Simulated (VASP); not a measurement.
# Sn3Se (Pm-3m) in VASP: a series of runs

Sn3Se is run at these levels: PBE, PBEsol; tasks: single point.

Program: VASP 6.6.1. These are calculated values, not measurements. Logs are shortened: lines on timing, memory, paths and dates and some standing lists are left out, and cuts for length are marked.

## 1. The cell of the first run

It takes space group Pm-3m (No. 221, cubic). Conventional cell: a = 4.742 Å, b = 4.742 Å, c = 4.742 Å, α = 90.00°, β = 90.00°, γ = 90.00°. Within 4.4 Å of Sn (site symmetry 4/mmm) lie 8 Sn at 3.35 Å and 4 Se at 3.35 Å. Se (site symmetry m-3m) has 12 Sn at 3.35 Å within 4.4 Å.

## 2. Single point, PBE

INCAR reads:

```
PREC = Accurate
ENCUT = 520
EDIFF = 1E-7
ISMEAR = -1
SIGMA = 0.1
LREAL = F
LASPH = T
NELM = 100
ALGO = Normal
ISIF = 2
LWAVE = F
LCHARG = F
GGA = PE
NBANDS = 32
```

KPOINTS reads:

```
Automatic mesh
0
Gamma
  5 5 5
```

POSCAR reads:

```
Sn3Se
1.0
    4.7418790000      0.0000000000      0.0000000000
    0.0000000000      4.7418790000      0.0000000000
    0.0000000000      0.0000000000      4.7418790000
Sn Se
3 1
Direct
    0.5000000000      0.5000000000      0.0000000000
    0.5000000000      0.0000000000      0.5000000000
    0.0000000000      0.5000000000      0.5000000000
    0.0000000000      0.0000000000      0.0000000000
```

Potentials or basis: VASP PAW PBE potentials, release 64 (Sn_d, Se).

Launch:

```bash
> cat potpaw_PBE.64/Sn_d/POTCAR potpaw_PBE.64/Se/POTCAR > POTCAR
> mpirun -np 1 vasp_std > vasp.out
```

OUTCAR:

```text
PREC = Accurate
   ENCUT = 520
   EDIFF = 1E-7
   ISMEAR = -1
   LREAL = F
   LASPH = T
   NELM = 100
   ISIF = 2
   GGA = PE

 ion  position               nearest neighbor table
   1  0.500  0.500  0.000-   2 3.35   3 3.35   2 3.35   3 3.35   2 3.35   2 3.35   3 3.35   3 3.35

   2  0.500  0.000  0.500-   1 3.35   3 3.35   1 3.35   1 3.35   3 3.35   1 3.35   3 3.35   3 3.35

   3  0.000  0.500  0.500-   1 3.35   2 3.35   1 3.35   2 3.35   1 3.35   2 3.35   1 3.35   2 3.35

   4  0.000  0.000  0.000-

  LATTYP: Found a simple cubic cell.
 ALAT       =     4.7418790000

  Lattice vectors:

 A1 = (   4.7418790000,   0.0000000000,   0.0000000000)
 A2 = (   0.0000000000,   4.7418790000,   0.0000000000)
 A3 = (   0.0000000000,   0.0000000000,   4.7418790000)

Analysis of symmetry for initial positions (statically):
=====================================================================
 Subroutine PRICEL returns:
 Original cell was already a primitive cell.

 Routine SETGRP: Setting up the symmetry group for a
 simple cubic supercell.

 Subroutine GETGRP returns: Found 48 space group operations
 (whereof 48 operations were pure point group operations)
 out of a pool of 48 trial point group operations.

The static configuration has the point symmetry O_h .

Analysis of symmetry for dynamics (positions and initial velocities):
=====================================================================
 Subroutine PRICEL returns:
 Original cell was already a primitive cell.

 Routine SETGRP: Setting up the symmetry group for a
 simple cubic supercell.

 Subroutine GETGRP returns: Found 48 space group operations
 (whereof 48 operations were pure point group operations)
 out of a pool of 48 trial point group operations.

The dynamic configuration has the point symmetry O_h .

 Subroutine INISYM returns: Found 48 space group operations
 (whereof 48 operations are pure point group operations),
 and found     1 'primitive' translations

----------------------------------------------------------------------------------------

                                     Primitive cell

  volume of cell :     106.6231

  direct lattice vectors                    reciprocal lattice vectors
     4.741879000  0.000000000  0.000000000     0.210886866  0.000000000  0.000000000
     0.000000000  4.741879000  0.000000000     0.000000000  0.210886866  0.000000000
     0.000000000  0.000000000  4.741879000     0.000000000  0.000000000  0.210886866

  length of vectors
     4.741879000  4.741879000  4.741879000     0.210886866  0.210886866  0.210886866

  position of ions in fractional coordinates (direct lattice)
     0.500000000  0.500000000  0.000000000
     0.500000000  0.000000000  0.500000000
     0.000000000  0.500000000  0.500000000
     0.000000000  0.000000000  0.000000000

  ion indices of the primitive-cell ions
   primitive index   ion index
                 1           1
                 2           2
                 3           3
                 4           4

----------------------------------------------------------------------------------------

 KPOINTS: Automatic mesh

Automatic generation of k-mesh.
 Grid dimensions read from file:
 generate k-points for:    5    5    5

 Generating k-lattice:

  Cartesian coordinates                     Fractional coordinates (reciprocal lattice)
     0.042177373  0.000000000  0.000000000     0.200000000  0.000000000  0.000000000
     0.000000000  0.042177373  0.000000000     0.000000000  0.200000000  0.000000000
     0.000000000  0.000000000  0.042177373     0.000000000  0.000000000  0.200000000

  Length of vectors
     0.042177373  0.042177373  0.042177373

  Shift w.r.t. Gamma in fractional coordinates (k-lattice)
     0.000000000  0.000000000  0.000000000

 Subroutine IBZKPT returns following result:
 ===========================================

 Found     10 irreducible k-points:

 Following reciprocal coordinates:
            Coordinates               Weight
  0.000000  0.000000  0.000000      1.000000
  0.200000  0.000000  0.000000      6.000000
  0.400000  0.000000  0.000000      6.000000
  0.200000  0.200000  0.000000     12.000000
  0.400000  0.200000  0.000000     24.000000
  0.400000  0.400000  0.000000     12.000000
  0.200000  0.200000  0.200000      8.000000
  0.400000  0.200000  0.200000     24.000000
  0.400000  0.400000  0.200000     24.000000
  0.400000  0.400000  0.400000      8.000000
   k-points           NKPTS =     10   k-points in BZ     NKDIM =     10   number of bands    NBANDS=     32
   number of dos      NEDOS =    301   number of ions     NIONS =      4
   total plane-waves  NPLWV =  46656
   dimension x,y,z NGX =    36 NGY =   36 NGZ =   36
   dimension x,y,z NGXF=    72 NGYF=   72 NGZF=   72
   ions per type =               3   1
   NGX,Y,Z   is equivalent  to a cutoff of  12.62, 12.62, 12.62 a.u.
   NGXF,Y,Z  is equivalent  to a cutoff of  25.24, 25.24, 25.24 a.u.
 SYSTEM =  unknown system
   PREC   = accura    normal or accurate (medium, high low for compatibility)
   ISTART =      0    job   : 0-new  1-cont  2-samecut
   ICHARG =      2    charge: 1-file 2-atom 10-const
   ISPIN  =      1    spin polarized calculation?
   LNONCOLLINEAR =      F non collinear calculations
   LSORBIT =      F    spin-orbit coupling
   LASPH  =      T    aspherical Exc in radial PAW
   ENCUT  =  520.0 eV  38.22 Ry    6.18 a.u.   8.82  8.82  8.82*2*pi/ulx,y,z
   NELM   =    100;   NELMIN=  2; NELMDL= -5     # of ELM steps
   EDIFF  = 0.1E-06   stopping-criterion for ELM
   LREAL  =      F    real-space projection
   EDIFFG = 0.1E-05   stopping-criterion for IOM
   NSW    =      0    number of steps for IOM
   IBRION =     -1    ionic relax: 0-MD 1-quasi-New 2-CG
   NFREE  =      0    steps in history (QN), initial steepest desc. (CG)
   ISIF   =      2    stress and relaxation
   ISYM   =      2    0-nonsym 1-usesym 2-fastsym
   POTIM  = 0.5000    time-step for ionic-motion
   TEBEG  =    0.0;   TEEND  =   0.0 temperature during run
   PSTRESS=    0.0 pullay stress
   NELECT =      48.0000    total number of electrons
   NUPDOWN=      -1.0000    fix difference up-down
   EMIN   =  10.00;   EMAX   =-10.00  energy-range for DOS
   EFERMI =   0.00;   METHOD = LEGACY
   ISMEAR =    -1;   SIGMA  =   0.10  broadening in eV -4-tet -1-fermi 0-gaus
   EFERMI_NEDOS =   21; number of points for ismear=-14 and -15
   IALGO  =     38    algorithm
   IMIX   =      4    mixing-type and parameters
     AMIX     =   0.40;   BMIX     =  1.00
     AMIX_MAG =   1.60;   BMIX_MAG =  1.00
  volume/ion in A,a.u.               =      26.66       179.88
  Fermi-wavevector in a.u.,A,eV,Ry     =   1.254695  2.371029 21.419096  1.574259
  Thomas-Fermi vector in A             =   2.388487
   LORBIT       =      0    0 simple, 1 ext, 2 COOP (PROOUT), +10 PAW based schemes
   GGA     = PE    functional components
   LHFCALC =     F    Hartree Fock is set to
   AEXX    =    0.0000 exact exchange contribution
   IVDW    =     0    specifies the selected vdW correction
   LEPSILON=     F    determine dielectric tensor
   LRPA    =     F    only Hartree local field effects (RPA)
 non-spin polarized calculation
  energy-cutoff  :      520.00
  volume of cell :      106.62
 maximum number of plane-waves:      2899
 NGX is ok and might be reduce to    36
   NGX = 17   NGY = 17   NGZ = 17

 number of electron      47.9999994 magnetization

 Free energy of the ion-electron system (eV)
  ---------------------------------------------------
  ext. energy  EPLUGINS =         0.00000000
  ---------------------------------------------------
  free energy    TOTEN  =       -14.87576245 eV

  energy without entropy =      -14.79648359  energy(sigma->0) =      -14.83612302

 E-fermi :   7.2037     XC(G=0): -10.1693

 val. band max:        7.1264164060   @ k =   0.4000   0.2000   0.2000
 cond. band min:       7.2145047342   @ k =   0.0000   0.0000   0.0000
 fundamental gap:      0.0880883282
 Fermi energy:         7.2037124930

 k-point     1 :       0.0000    0.0000    0.0000
  band No.  band energies     occupation
      1     -14.5827      2.00000
      2     -14.5827      2.00000
      3     -14.5827      2.00000
      4     -14.5629      2.00000
      5     -14.5629      2.00000
      6     -14.5286      2.00000
[... 24 lines left out ...]
     31      12.6918      0.00000
     32      12.9118      0.00000

 k-point     2 :       0.2000    0.0000    0.0000
  band No.  band energies     occupation
      1     -14.5787      2.00000
      2     -14.5633      2.00000
      3     -14.5633      2.00000
      4     -14.5616      2.00000
      5     -14.5516      2.00000
      6     -14.5154      2.00000
[... 24 lines left out ...]
     31      12.7433      0.00000
     32      12.7433      0.00000

 k-point     3 :       0.4000    0.0000    0.0000
  band No.  band energies     occupation
      1     -14.5712      2.00000
      2     -14.5595      2.00000
      3     -14.5258      2.00000
      4     -14.5224      2.00000
      5     -14.5224      2.00000
      6     -14.5019      2.00000
[... 24 lines left out ...]
     31      11.4881      0.00000
     32      13.7454      0.00000

 k-point     4 :       0.2000    0.2000    0.0000
  band No.  band energies     occupation
      1     -14.5649      2.00000
      2     -14.5641      2.00000
      3     -14.5555      2.00000
      4     -14.5536      2.00000
      5     -14.5336      2.00000
      6     -14.5031      2.00000
[... 164 lines left out ...]
     31      12.0454      0.00000
     32      14.2182      0.00000

 k-point     9 :       0.4000    0.4000    0.2000
  band No.  band energies     occupation
      1     -14.5537      2.00000
      2     -14.5525      2.00000
      3     -14.5483      2.00000
      4     -14.5230      2.00000
      5     -14.5158      2.00000
      6     -14.4936      2.00000
[... 24 lines left out ...]
     31      13.0202      0.00000
     32      14.5960      0.00000

 k-point    10 :       0.4000    0.4000    0.4000
  band No.  band energies     occupation
      1     -14.5632      2.00000
      2     -14.5566      2.00000
      3     -14.5566      2.00000
      4     -14.5431      2.00000
      5     -14.5179      2.00000
      6     -14.5027      2.00000
[... 24 lines left out ...]
     31      12.9968      0.00000
     32      14.7755      0.00000

------------------------ aborting loop because EDIFF is reached ----------------------------------------

  FORCE on cell =-STRESS in cart. coord.  units (eV):
  Direction    XX          YY          ZZ          XY          YZ          ZX
  --------------------------------------------------------------------------------------
  -------------------------------------------------------------------------------------
  Total        0.3015482      0.3015482      0.3015482      0.0000000      0.0000000      0.0000000
  in kB        4.5312275      4.5312275      4.5312275      0.0000000      0.0000000      0.0000000
  external PRESSURE =       4.5312275 kB  Pullay stress =       0.0000000 kB

 VOLUME and BASIS-vectors are now :
 -----------------------------------------------------------------------------
  energy-cutoff  :      520.00
  volume of cell :      106.62
      direct lattice vectors                 reciprocal lattice vectors
     4.741879000  0.000000000  0.000000000     0.210886866  0.000000000  0.000000000
     0.000000000  4.741879000  0.000000000     0.000000000  0.210886866  0.000000000
     0.000000000  0.000000000  4.741879000     0.000000000  0.000000000  0.210886866

 POSITION                                       TOTAL-FORCE (eV/Angst)
 -----------------------------------------------------------------------------------
      2.37094      2.37094      0.00000         0.000000      0.000000      0.000000
      2.37094      0.00000      2.37094         0.000000      0.000000      0.000000
      0.00000      2.37094      2.37094         0.000000      0.000000      0.000000
      0.00000      0.00000      0.00000         0.000000      0.000000      0.000000
 -----------------------------------------------------------------------------------
    total drift:                                0.000000      0.000000      0.000000

  FREE ENERGIE OF THE ION-ELECTRON SYSTEM (eV)
  ---------------------------------------------------
  free  energy   TOTEN  =       -14.8757624521 eV

  energy  without entropy=      -14.7964835926  energy(sigma->0) =      -14.83612302
```

Run time: 70 s. Hardware: 1 thread of AMD EPYC 7R13, shared host; peak memory 0.17 GiB.

Results:

```yaml
Free_energy: -14.8758 eV
Pressure: 0.5 GPa
Band_gap_on_the_k_mesh: zero (band 24 reaches 8.33 eV, above the bottom of band 25 at 6.82 eV)
```

Caveat: spin-orbit coupling is left out, which moves the levels of the heavy elements.

## 3. Single point, PBEsol

INCAR reads:

```
ALGO = Normal ; EDIFF = 1E-7
ENCUT = 520 ; GGA = PS
ISIF = 2 ; ISMEAR = 0
LASPH = T ; LCHARG = T
LELF = T ; LREAL = F
LVHAR = T ; LWAVE = F
NBANDS = 32 ; NELM = 100
PREC = Accurate ; SIGMA = 0.05
```

KPOINTS reads:

```
k-points
0
Gamma
  5 5 5
```

POSCAR is that of step 2.

Potentials or basis: VASP PAW PBE potentials, release 64 (Sn_d, Se).

Launch:

```bash
> cat potpaw_PBE.64/Sn_d/POTCAR potpaw_PBE.64/Se/POTCAR > POTCAR
> mpirun -np 1 vasp_std > vasp.out
```

Run time: 63 s. Hardware: 1 thread of AMD EPYC 7R13, shared host; peak memory 0.17 GiB.

It converged, with:

```
Free energy            : -16.5180 eV
Pressure               : -2.2 GPa
Band gap on the k mesh : zero (band 24 reaches 8.17 eV, above the bottom of band 25 at 6.67 eV)
```

Levels at points of the mesh, in eV from the Fermi level:
| k point | band 22 | band 23 | band 24 | band 25 | band 26 | band 27 |
| --- | --- | --- | --- | --- | --- | --- |
| (0.00, 0.00, 0.00) | -4.24 | 0.04 | 0.04 | 0.04 | 2.32 | 2.32 |

Caveat: the PAW data sets were made with another functional, which shifts forces and pressure a little; spin-orbit coupling is left out, which moves the levels of the heavy elements.

## 4. Single point, PBE

INCAR reads:

```
SYSTEM = Sn3Se
  PREC = Accurate
  ENCUT = 520
  EDIFF = 1E-6
  ISMEAR = -1
  SIGMA = 0.1
  LREAL = .FALSE.
  LASPH = .TRUE.
  NELM = 100
  ALGO = Normal
  ISIF = 2
  LWAVE = .FALSE.
  LCHARG = .FALSE.
  GGA = PE
  NBANDS = 32
```

KPOINTS reads:

```
regular mesh
0
G
  7 7 7
  0 0 0
```

POSCAR is that of step 3.

Launch:

```bash
> cat potpaw_PBE.64/Sn_d/POTCAR potpaw_PBE.64/Se/POTCAR > POTCAR
> mpirun -np 1 vasp_std > vasp.out
```

It took 1.8 min on 1 thread of AMD EPYC 7R13, shared host; peak memory 0.2 GiB.

Results (log left out):

```
Free energy            : -14.8889 eV
Pressure               : 0.1 GPa
Band gap on the k mesh : zero (band 24 reaches 8.71 eV, above the bottom of band 25 at 6.81 eV)
```

Levels at points of the mesh, in eV from the Fermi level:
```csv
k point,band 20,band 21,band 22,band 23,band 24,band 25,band 26,band 27,band 28,band 29
"(0.00, 0.00, 0.00)",-4.33,-4.33,-4.33,-0.07,-0.07,-0.07,2.27,2.27,2.27,4.19
```

Caveat: spin-orbit coupling is left out, which moves the levels of the heavy elements.

## 5. Single point, PBEsol

INCAR reads:

```
SYSTEM = Sn3Se
PREC     = Accurate       ! precision mode
ENCUT    = 520            ! plane-wave cutoff, eV
EDIFF    = 1E-6           ! SCF threshold, eV
ISMEAR   = 0              ! smearing method
SIGMA    = 0.05           ! smearing width, eV
LREAL    = .False.        ! projectors in reciprocal space
LASPH    = .True.         ! aspherical terms in the spheres
NELM     = 60             ! most SCF steps
ALGO     = Normal         ! electronic algorithm
ISIF     = 2              ! what is computed and relaxed
LWAVE    = .False.        ! write WAVECAR
LCHARG   = .False.        ! write CHGCAR
GGA      = PS             ! functional
NBANDS   = 32             ! bands
```

KPOINTS reads:

```
Automatic mesh
0
Gamma
  7 7 7
  0 0 0
```

POSCAR is that of step 4.

Launch:

```bash
> cat potpaw_PBE.64/Sn_d/POTCAR potpaw_PBE.64/Se/POTCAR > POTCAR
> mpirun -np 1 vasp_std > vasp.out
```

Wall time 1.8 min (1 thread of AMD EPYC 7R13, shared host); peak memory 0.2 GiB.

It converged, with:

```
Free energy            : -16.5362 eV
Pressure               : -2.8 GPa
Band gap on the k mesh : zero (band 24 reaches 8.56 eV, above the bottom of band 25 at 6.65 eV)
```

Levels at points of the mesh, in eV from the Fermi level:
| k point | band 20 | band 21 | band 22 | band 23 | band 24 | band 25 | band 26 | band 27 | band 28 | band 29 |
| --- | --- | --- | --- | --- | --- | --- | --- | --- | --- | --- |
| (0.00, 0.00, 0.00) | -4.38 | -4.38 | -4.38 | -0.11 | -0.11 | -0.11 | 2.20 | 2.20 | 2.20 | 4.12 |

Caveat: the PAW data sets were made with another functional, which shifts forces and pressure a little; spin-orbit coupling is left out, which moves the levels of the heavy elements.

## 6. The runs side by side

```tsv
level	k mesh	smearing	gap on the mesh (eV)	pressure (GPa)
PBE	5 × 5 × 5	fermi-dirac 0.1 eV	none	0.5
PBEsol	5 × 5 × 5	gaussian 0.05 eV	none	-2.2
PBE	7 × 7 × 7	fermi-dirac 0.1 eV	none	0.1
PBEsol	7 × 7 × 7	gaussian 0.05 eV	none	-2.8
```

Alike in all rows: task single point; potentials or basis VASP PAW PBE potentials, release 64 (Sn_d, Se); no spin polarisation; cell as given; cutoff (eV) 520.

Every run on the cell as given and a fine mesh finds a metal. The pressure there spans -2.8 GPa (PBEsol) to 0.5 GPa (PBE); a positive pressure means that this level wants a larger cell, a negative one a smaller.

Caveats: spin-orbit coupling is left out, which moves the levels of the heavy elements; the PAW data sets were made with another functional, which shifts forces and pressure a little (some runs).

Absolute energies hang on the potentials; compare differences alone.
